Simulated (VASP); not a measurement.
A run of VASP 6.6.1 is set up as follows.

Contents of INCAR:

```
PREC = Accurate ; ENCUT = 520
EDIFF = 1E-6 ; ISMEAR = 0
SIGMA = 0.05 ; LREAL = False
LASPH = True ; NELM = 150
ALGO = Normal ; ISIF = 2
LWAVE = False ; LCHARG = False
LMAXMIX = 4 ; LDAU = True
LDAUTYPE = 2 ; LDAUL = 2 -1
LDAUU = 4 0 ; LDAUJ = 0 0
LDAUPRINT = 1 ; GGA = PE
NBANDS = 17
```

File KPOINTS:

```
Automatic mesh
0
Gamma
  12 12 12
```

File POSCAR:

```
WSe
1.0
    0.0000000000      2.8388664208      2.8388664208
    2.8388664208      0.0000000000      2.8388664208
    2.8388664208      2.8388664208      0.0000000000
W Se
1 1
Direct
    0.0000000000      0.0000000000      0.0000000000
    0.2500000000      0.2500000000      0.2500000000
```

Potentials or basis: VASP PAW PBE potentials, release 64 (W_sv, Se).

Run with:

```sh
$ cat potpaw_PBE.64/W_sv/POTCAR potpaw_PBE.64/Se/POTCAR > POTCAR
$ mpirun -np 1 vasp_std > vasp.out
```

(1) What does it give for the band gap on the k mesh?

(2) Estimate the pressure.

## Answers

(1) zero (band 10 reaches 6.33 eV, above the bottom of band 11 at 6.03 eV).

(2) 1.8 GPa.

Caveat: spin-orbit coupling is left out, which moves the levels of the heavy elements; U without spin polarisation on a metal has little footing.
